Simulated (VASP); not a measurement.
Wanted: the native input for a VASP 6.6.1 run.

```
Task                   : single point
Functional             : PBEsol
Potentials or basis    : VASP PAW PBE potentials, release 64 (Ni, Al)
Cutoff                 : 520 eV
k mesh                 : 10 × 10 × 9
Occupations            : fermi-dirac, width 0.05 eV
Spin                   : no spin polarisation
Dipole correction      : no
Further INCAR settings : ALGO = Normal; EDIFF = 1e-06; NBANDS = 14
```

The structure of AlNi lies in POSCAR:

```
AlNi
1.0
    1.9386940000     -1.9531901500      0.0000000000
    1.9386940000      1.9531901500      0.0000000000
    0.0000000000      0.0000000000      3.0994300413
Ni Al
1 1
Direct
    0.5000000000      0.5000000000      0.5000000000
    0.0000000000      0.0000000000      0.0000000000
```

The input as run:

INCAR

```
  ALGO = Normal
  EDIFF = 1E-6
  ENCUT = 520
  GGA = PS
  ISIF = 2
  ISMEAR = -1
  LASPH = T
  LCHARG = F
  LREAL = F
  LWAVE = F
  NBANDS = 14
  NELM = 80
  PREC = Accurate
  SIGMA = 0.05
```

KPOINTS

```
k-points
0
Gamma
  10 10 9
```

Potentials or basis: VASP PAW PBE potentials, release 64 (Ni, Al).

Run with:

```sh
$ cat potpaw_PBE.64/Ni/POTCAR potpaw_PBE.64/Al/POTCAR > POTCAR
$ mpirun -np 1 vasp_std > vasp.out
```

Results of the run:

```
Pressure : 0.7 GPa
```

Caveat: the PAW data sets were made with another functional, which shifts forces and pressure a little.

Run time: 15 s on 1 thread of Intel(R) Xeon(R) Platinum 8559C (Emerald Rapids), with other jobs on the host, peak memory 0.16 GiB.
